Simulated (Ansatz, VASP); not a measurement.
# One calculation of BaS, two programs

```
Ba S
1.0
     0.00000    3.21180    3.21180
     3.21180    0.00000    3.21180
     3.21180    3.21180    0.00000
Ba S
1 1
Direct
  0.00000 0.00000 0.00000
  0.50000 0.50000 0.50000
```

Alike in both runs: task single point; functional PBE; k mesh 8 × 8 × 8; occupations fermi-dirac, width 0.02 eV; no spin polarisation.

|  | VASP | Ansatz |
| --- | --- | --- |
| version | VASP 6.6.1 | Ansatz 0.2.0 |
| potentials or method | VASP PAW PBE potentials, release 64 (Ba_sv, S) | plane waves, PAW |
| plane-wave cutoff (eV) | 520 | 420 |
| valence electrons in the cell | 16 | 16 |

|  | VASP | Ansatz | Ansatz less VASP |
| --- | --- | --- | --- |
| gap on the k mesh at the Fermi level (eV) | 2.13 | 2.23 | +0.095 |
| pressure (GPa) | 0.6 | 0.1 | -0.55 |

Neither program's run includes spin-orbit coupling.
